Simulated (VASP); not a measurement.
A run of VASP 6.6.1 is set up as follows.

POSCAR

```
Sb
1.0
    2.1542000000      1.2437279499      3.7580000000
   -2.1542000000      1.2437279499      3.7580000000
    0.0000000000     -2.4874558998      3.7580000000
Sb
2
Direct
    0.7665100000      0.7665100000      0.7665100000
    0.2334900000      0.2334900000      0.2334900000
```

The input INCAR.step1:

```
  PREC = Accurate
  ENCUT = 520
  EDIFF = 1E-5
  ISMEAR = -1
  SIGMA = 0.05
  LREAL = False
  LASPH = True
  NELM = 150
  ALGO = Normal
  ISIF = 2
  LWAVE = True
  LCHARG = False
  MAGMOM = 0 0 0 0 0 0
  LORBIT = 11
  LSORBIT = True
  GGA_COMPAT = False
  LORBMOM = True
  GGA = PE
  NBANDS = 22
```

File INCAR.step2:

```
  PREC = Accurate
  ENCUT = 520
  EDIFF = 1E-6
  ISMEAR = -1
  SIGMA = 0.05
  LREAL = False
  LASPH = True
  NELM = 150
  ALGO = Normal
  ISIF = 2
  LWAVE = False
  LCHARG = False
  MAGMOM = 0 0 0 0 0 0
  LORBIT = 11
  LSORBIT = True
  GGA_COMPAT = False
  LORBMOM = True
  GGA = PE
  LHFCALC = True
  HFSCREEN = 0.2079
  PRECFOCK = Normal
  ISTART = 1
  NBANDS = 22
```

Contents of KPOINTS:

```
Automatic mesh
0
Gamma
  4 4 4
```

Potentials or basis: VASP PAW PBE potentials, release 64 (Sb).

Command:

```bash
$ cat potpaw_PBE.64/Sb/POTCAR > POTCAR
$ cp INCAR.step1 INCAR
$ mpirun -np 1 vasp_ncl > vasp.out
$ cp INCAR.step2 INCAR
$ mpirun -np 1 vasp_ncl > vasp.out
```

Problem. Predict the largest force.

Solution. 0.381 eV/Å.

Problem. What does it give for the net moment?

Solution. 0.00 μB per cell.

Moments on the atoms (μB; x, y, z):
```
Sb  0.00 0.00 0.00
Sb  0.00 0.00 0.00
```

Caveat: the k points lie up to 0.44 Å⁻¹ apart; the PAW data sets were made with another functional, which shifts forces and pressure a little.
